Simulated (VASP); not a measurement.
# Mg (P6_3/mmc) in VASP: further runs

Mg is run at these levels: RPBE+D4, PBE+D3(BJ), PBE+D4, PBEsol+D3(BJ), PBEsol+D4; tasks: single point, relaxation of cell and atoms.

Everything below comes from runs of VASP 6.6.1. Logs are shortened: lines on timing, memory, paths and dates and some standing lists are left out, and cuts for length are marked.

## (1) The cell of the first run

Symmetry: P6_3/mmc, No. 194, hexagonal system. The conventional cell has a = 3.193 Å, b = 3.193 Å, c = 10.538 Å, α = 90.00°, β = 90.00°, γ = 120.00°. Mg (site symmetry -6m2) has 12 Mg at 3.19 to 3.22 Å within 4.2 Å. Mg (site symmetry -3m) has 12 Mg at 3.19 to 3.22 Å within 4.2 Å.

## (2) Single point, RPBE+D4

File INCAR:

```
PREC     = Accurate       # precision mode
ENCUT    = 520            # plane-wave cutoff, eV
EDIFF    = 1E-7           # SCF threshold, eV
ISMEAR   = -1             # smearing method
SIGMA    = 0.05           # smearing width, eV
LREAL    = F              # projectors in reciprocal space
LASPH    = T              # aspherical terms in the spheres
NELM     = 80             # most SCF steps
ALGO     = Normal         # electronic algorithm
ISIF     = 2              # what is computed and relaxed
LWAVE    = F              # write WAVECAR
LCHARG   = F              # write CHGCAR
GGA      = RP             # functional
IVDW     = 13             # dispersion correction
NBANDS   = 12             # bands
```

File KPOINTS:

```
regular mesh
0
Gamma
  10 10 3
```

File POSCAR:

```
Mg
1.0
    3.1932095953      0.0000000000      0.0000000000
   -1.5966047977      2.7654006292      0.0000000000
    0.0000000000      0.0000000000     10.5382977359
Mg
4
Direct
    0.6666666667      0.3333333333      0.7500000000
    0.0000000000      0.0000000000      0.5000000000
    0.3333333333      0.6666666667      0.2500000000
    0.0000000000      0.0000000000      0.0000000000
```

Potentials or basis: VASP PAW PBE potentials, release 64 (Mg).

Launch:

```console
$ cat potpaw_PBE.64/Mg/POTCAR > POTCAR
$ mpirun -np 1 vasp_std > vasp.out
```

OUTCAR:

```text
PREC = Accurate
   ENCUT = 520
   EDIFF = 1E-7
   ISMEAR = -1
   LREAL = F
   LASPH = T
   NELM = 80
   ISIF = 2
   GGA = RP
   IVDW = 13

 ion  position               nearest neighbor table
   1  0.667  0.333  0.750-   2 3.22   4 3.22   2 3.22   4 3.22   2 3.22   4 3.22
   2  0.000  0.000  0.500-   1 3.22   3 3.22   1 3.22   3 3.22   1 3.22   3 3.22
   3  0.333  0.667  0.250-   2 3.22   4 3.22   2 3.22   4 3.22   2 3.22   4 3.22
   4  0.000  0.000  0.000-   1 3.22   3 3.22   1 3.22   3 3.22   1 3.22   3 3.22

  LATTYP: Found a hexagonal cell.
 ALAT       =     3.1932095953
 C/A-ratio  =     3.3002211165

  Lattice vectors:

 A1 = (   3.1932095953,   0.0000000000,   0.0000000000)
 A2 = (  -1.5966047977,   2.7654006292,   0.0000000000)
 A3 = (   0.0000000000,   0.0000000000,  10.5382977359)

Analysis of symmetry for initial positions (statically):
=====================================================================
 Subroutine PRICEL returns:
 Original cell was already a primitive cell.

 Routine SETGRP: Setting up the symmetry group for a
 hexagonal supercell.

 Subroutine GETGRP returns: Found 24 space group operations
 (whereof 12 operations were pure point group operations)
 out of a pool of 24 trial point group operations.

The static configuration has the point symmetry D_3d.
 The point group associated with its full space group is D_6h.

Analysis of symmetry for dynamics (positions and initial velocities):
=====================================================================
 Subroutine PRICEL returns:
 Original cell was already a primitive cell.

 Routine SETGRP: Setting up the symmetry group for a
 hexagonal supercell.

 Subroutine GETGRP returns: Found 24 space group operations
 (whereof 12 operations were pure point group operations)
 out of a pool of 24 trial point group operations.

The dynamic configuration has the point symmetry D_3d.
 The point group associated with its full space group is D_6h.

 Subroutine INISYM returns: Found 24 space group operations
 (whereof 12 operations are pure point group operations),
 and found     1 'primitive' translations

----------------------------------------------------------------------------------------

                                     Primitive cell

  volume of cell :      93.0585

  direct lattice vectors                    reciprocal lattice vectors
     3.193209595  0.000000000  0.000000000     0.313164536  0.180805629  0.000000000
    -1.596604798  2.765400629  0.000000000     0.000000000  0.361611258  0.000000000
     0.000000000  0.000000000 10.538297736     0.000000000  0.000000000  0.094891986
[... 103 lines left out ...]
   ISMEAR =    -1;   SIGMA  =   0.05  broadening in eV -4-tet -1-fermi 0-gaus
   EFERMI_NEDOS =   21; number of points for ismear=-14 and -15
   IALGO  =     38    algorithm
   IMIX   =      4    mixing-type and parameters
     AMIX     =   0.40;   BMIX     =  1.00
     AMIX_MAG =   1.60;   BMIX_MAG =  1.00
  volume/ion in A,a.u.               =      23.26       157.00
  Fermi-wavevector in a.u.,A,eV,Ry     =   0.722525  1.365374  7.102817  0.522042
  Thomas-Fermi vector in A             =   1.812510
   LORBIT       =      0    0 simple, 1 ext, 2 COOP (PROOUT), +10 PAW based schemes
   GGA     = RP    functional components
   LHFCALC =     F    Hartree Fock is set to
   AEXX    =    0.0000 exact exchange contribution
   IVDW    =    13    specifies the selected vdW correction
   LEPSILON=     F    determine dielectric tensor
   LRPA    =     F    only Hartree local field effects (RPA)
 non-spin polarized calculation
  energy-cutoff  :      520.00
  volume of cell :       93.06
 maximum number of plane-waves:      2528
 NGX is ok and might be reduce to    24
   NGX = 11   NGY = 11   NGZ = 39

 number of electron       8.0000000 magnetization

 Free energy of the ion-electron system (eV)
  ---------------------------------------------------
  ext. energy  EPLUGINS =         0.00000000
  ---------------------------------------------------
  free energy    TOTEN  =        -5.34570400 eV

  energy without entropy =       -5.32895731  energy(sigma->0) =       -5.33733066

 E-fermi :   2.7891     XC(G=0):  -8.3519

 val. band max:        2.7747651792   @ k =   0.4000   0.2000   0.0000
 cond. band min:       2.7907687245   @ k =   0.3000   0.3000   0.0000
 fundamental gap:      0.0160035453
 Fermi energy:         2.7891411796

 k-point     1 :       0.0000    0.0000    0.0000
  band No.  band energies     occupation
      1      -4.2036      2.00000
      2      -2.8545      2.00000
      3      -2.8534      2.00000
      4       0.9022      2.00000
      5       1.3076      2.00000
      6       7.4210      0.00000
      7       7.4279      0.00000
      8      13.7447      0.00000
      9      13.7447      0.00000
     10      13.8294      0.00000
     11      13.8294      0.00000
     12      14.5079      0.00000
[... 331 lines left out ...]
 k-point    24 :       0.4000    0.1000    0.3333
  band No.  band energies     occupation
      1      -0.0064      2.00000
      2       0.4205      2.00000
      3       1.8091      2.00000
      4       1.9473      2.00000
      5       2.5553      1.98154
      6       3.4203      0.00001
      7       4.1260      0.00000
      8       5.2785      0.00000
      9       6.6444      0.00000
     10       7.4445      0.00000
     11       8.0462      0.00000
     12       8.6986      0.00000

 [... further k-points ...]

------------------------ aborting loop because EDIFF is reached ----------------------------------------

  DFT-D4 for vdW energy calculation

  Edisp (eV):   -1.26608

  FORCE on cell =-STRESS in cart. coord.  units (eV):
  Direction    XX          YY          ZZ          XY          YZ          ZX
  --------------------------------------------------------------------------------------
  -------------------------------------------------------------------------------------
  Total      -0.13099    -0.13099    -0.13043     0.00000     0.00000     0.00000
  in kB      -2.25518    -2.25518    -2.24565     0.00000     0.00000     0.00000
  external pressure =       -2.25 kB  Pullay stress =        0.00 kB

 VOLUME and BASIS-vectors are now :
 -----------------------------------------------------------------------------
  energy-cutoff  :      520.00
  volume of cell :       93.06
      direct lattice vectors                 reciprocal lattice vectors
     3.193209595  0.000000000  0.000000000     0.313164536  0.180805629  0.000000000
    -1.596604798  2.765400629  0.000000000     0.000000000  0.361611258  0.000000000
     0.000000000  0.000000000 10.538297736     0.000000000  0.000000000  0.094891986

 POSITION                                       TOTAL-FORCE (eV/Angst)
 -----------------------------------------------------------------------------------
      1.59660      0.92180      7.90372        -0.000000      0.000000     -0.000000
      0.00000      0.00000      5.26915        -0.000000      0.000000     -0.000000
     -0.00000      1.84360      2.63457         0.000000      0.000000      0.000000
      0.00000      0.00000      0.00000        -0.000000      0.000000     -0.000000
 -----------------------------------------------------------------------------------
    total drift:                                0.000000     -0.000000     -0.000000

  FREE ENERGIE OF THE ION-ELECTRON SYSTEM (eV)
  ---------------------------------------------------
  free  energy   TOTEN  =        -6.6117863294 eV

  energy  without entropy=       -6.5950396325  energy(sigma->0) =       -6.60341298
```

stdout:

```text
POSCAR found type information on POSCAR Mg
 POSCAR found :  1 types and       4 ions
 scaLAPACK will be used
 -----------------------------------------------------------------------------
|                                                                             |
|                                                                             |
|     You enforced a specific xc type in the INCAR file but a different       |
|     I HOPE YOU KNOW WHAT YOU ARE DOING!                                     |
|                                                                             |
 -----------------------------------------------------------------------------

 LDA part: xc-table for (Slater+PW92), standard interpolation
 POSCAR, INCAR and KPOINTS ok, starting setup
 FFT: planning ... GRIDC
 FFT: planning ... GRID_SOFT
 FFT: planning ... GRID
 WAVECAR not read
 entering main loop
```

It took 13 s on 1 thread of AMD EPYC 9R45 (Zen 5), shared host; peak memory 0.17 GiB.

Results:

| Quantity | Value |
| --- | --- |
| Free energy | -6.6118 eV |
| Pressure | -0.2 GPa |
| Band gap on the k mesh | zero (band 4 reaches 3.25 eV, above the bottom of band 5 at 1.31 eV) |
| Dispersion energy per atom | -0.317 eV |

Levels at points of the mesh, in eV from the Fermi level:
| k point | band 1 | band 2 | band 3 | band 4 | band 5 | band 6 | band 7 | band 8 |
| --- | --- | --- | --- | --- | --- | --- | --- | --- |
| (0.00, 0.00, 0.00) | -6.99 | -5.64 | -5.64 | -1.89 | -1.48 | 4.63 | 4.64 | 10.96 |
| (0.50, 0.00, 0.00) | -2.20 | -2.18 | -1.18 | -1.15 | -0.59 | -0.55 | 2.59 | 2.75 |

Caveat: the PAW data sets were made with another functional, which shifts forces and pressure a little; pairwise dispersion overbinds metals, which lowers pressure and volume.

## (3) Relaxation of cell and atoms, PBE+D3(BJ)

This run uses another cell than the first one, of 22.55 Å³/atom, 0.969 times its volume.

File INCAR:

```
PREC = Accurate
ENCUT = 600
EDIFF = 1E-6
ISMEAR = -1
SIGMA = 0.05
LREAL = False
LASPH = True
NELM = 60
ALGO = Normal
ISIF = 3
LWAVE = False
LCHARG = False
GGA = PE
IVDW = 12
IBRION = 2
NSW = 60
EDIFFG = -0.01
```

File KPOINTS:

```
Automatic mesh
0
Gamma
  10 10 3
```

File POSCAR:

```
Mg
1.0
    3.1768261656      0.0000000000      0.0000000000
   -1.5884130828      2.7512121628      0.0000000000
    0.0000000000      0.0000000000     10.3188620100
Mg
4
Direct
    0.6666666667      0.3333333333      0.7500000000
    0.0000000000      0.0000000000      0.5000000000
    0.3333333333      0.6666666667      0.2500000000
    0.0000000000      0.0000000000      0.0000000000
```

Potentials or basis: VASP PAW PBE potentials, release 64 (Mg).

Launch:

```console
$ cat potpaw_PBE.64/Mg/POTCAR > POTCAR
$ mpirun -np 1 vasp_std > vasp.out
```

Run time: 38 s. Hardware: 1 thread of AMD EPYC 9R45 (Zen 5), shared host; peak memory 0.23 GiB.

The run converged. Its results:

```
Free energy                            : -7.1736 eV
Relaxed volume                         : 21.77 Å³/atom
Relaxed cell                           : a = 3.124 Å, b = 3.124 Å, c = 10.302 Å, α = 90.00°, β = 90.00°, γ = 120.00°
Space group after relaxing (to 0.05 Å) : P6_3/mmc (No. 194)
Energy gained by relaxing              : 3.8 meV/atom
Ionic steps                            : 6
Pressure after relaxing                : 0.0 GPa
Band gap on the k mesh                 : zero (band 4 reaches 3.50 eV, above the bottom of band 5 at 1.53 eV)
Dispersion energy per atom             : -0.299 eV
```

Step by step:
```csv
step,energy change (eV),largest force (eV/Å),pressure (GPa),volume (Å³)
1,0.0000,0.0000,-1.28,90.19
2,-0.0135,0.0000,-0.32,87.86
3,-0.0146,0.0000,0.06,87.02
4,-0.0146,0.0000,0.09,86.96
5,-0.0151,0.0000,0.07,87.02
6,-0.0152,0.0000,0.05,87.08
```

Final structure:
```yaml
crystal:
  lattice:
    - [3.12413, 0.00000, 0.00000]
    - [-1.56207, 2.70558, 0.00000]
    - [0.00000, 0.00000, 10.30187]
  atoms:
    - { symbol: Mg, position: [0.66667, 0.33333, 0.75000] }
    - { symbol: Mg, position: [0.00000, 0.00000, 0.50000] }
    - { symbol: Mg, position: [0.33333, 0.66667, 0.25000] }
    - { symbol: Mg, position: [0.00000, 0.00000, 0.00000] }
```

Levels at points of the mesh, in eV from the Fermi level:
```csv
k point,band 1,band 2,band 3,band 4,band 5,band 6,band 7,band 8
"(0.00, 0.00, 0.00)",-7.28,-5.87,-5.87,-1.98,-1.50,4.83,4.84,11.33
"(0.50, 0.00, 0.00)",-2.30,-2.26,-1.24,-1.19,-0.61,-0.56,2.68,2.82
```

Caveat: pairwise dispersion overbinds metals, which lowers pressure and volume.

## (4) Relaxation of cell and atoms, PBE+D4

This run uses another cell than the first one, of 22.55 Å³/atom, 0.969 times its volume.

File INCAR:

```
SYSTEM = Mg
PREC = Accurate ; ENCUT = 600
EDIFF = 1E-7 ; ISMEAR = -1
SIGMA = 0.05 ; LREAL = .FALSE.
LASPH = .TRUE. ; NELM = 80
ALGO = Normal ; ISIF = 3
LWAVE = .FALSE. ; LCHARG = .FALSE.
GGA = PE ; IVDW = 13
IBRION = 2 ; NSW = 60
EDIFFG = -0.01
```

File KPOINTS:

```
Automatic mesh
0
G
  10 10 3
  0 0 0
```

POSCAR is that of step 3.

Launch:

```console
$ cat potpaw_PBE.64/Mg/POTCAR > POTCAR
$ mpirun -np 1 vasp_std > vasp.out
```

It took 32 s on 1 thread of AMD EPYC 9R45 (Zen 5), shared host; peak memory 0.22 GiB.

It converged, with:

* Free energy: -6.3160 eV
* Relaxed volume: 22.73 Å³/atom
* Relaxed cell: a = 3.168 Å, b = 3.168 Å, c = 10.457 Å, α = 90.00°, β = 90.00°, γ = 120.00°
* Space group after relaxing (to 0.05 Å): P6_3/mmc (No. 194)
* Energy gained by relaxing: 0.9 meV/atom
* Ionic steps: 4
* Pressure after relaxing: 0.0 GPa
* Band gap on the k mesh: zero (band 4 reaches 3.28 eV, above the bottom of band 5 at 1.29 eV)
* Dispersion energy per atom: -0.077 eV

Step by step:
| step | energy change (eV) | largest force (eV/Å) | pressure (GPa) | volume (Å³) |
| --- | --- | --- | --- | --- |
| 1 | 0.0000 | 0.0000 | 0.24 | 90.19 |
| 2 | -0.0022 | 0.0000 | 0.07 | 90.62 |
| 3 | -0.0033 | 0.0000 | -0.15 | 91.18 |
| 4 | -0.0035 | 0.0000 | -0.04 | 90.90 |

Final structure:
```cif
data_structure
_symmetry_space_group_name_H-M 'P 1'
_symmetry_Int_Tables_number 1
_cell_length_a 3.1683
_cell_length_b 3.1683
_cell_length_c 10.4566
_cell_angle_alpha 90.000
_cell_angle_beta 90.000
_cell_angle_gamma 120.000
_cell_volume 90.90
loop_
_atom_site_label
_atom_site_type_symbol
_atom_site_fract_x
_atom_site_fract_y
_atom_site_fract_z
_atom_site_occupancy
Mg1 Mg 0.66667 0.33333 0.75000 1
Mg2 Mg 0.00000 0.00000 0.50000 1
Mg3 Mg 0.33333 0.66667 0.25000 1
Mg4 Mg 0.00000 0.00000 0.00000 1
```

Levels at points of the mesh, in eV from the Fermi level:
```
           k point  band 2  band 3  band 4  band 5  band 6  band 7
(0.00, 0.00, 0.00)   -5.73   -5.73   -1.91   -1.51    4.69    4.69
(0.50, 0.00, 0.00)   -2.21   -1.19   -1.16   -0.61   -0.57    2.62
```

Caveat: pairwise dispersion overbinds metals, which lowers pressure and volume.

(Part 1 of 2 ends here.)
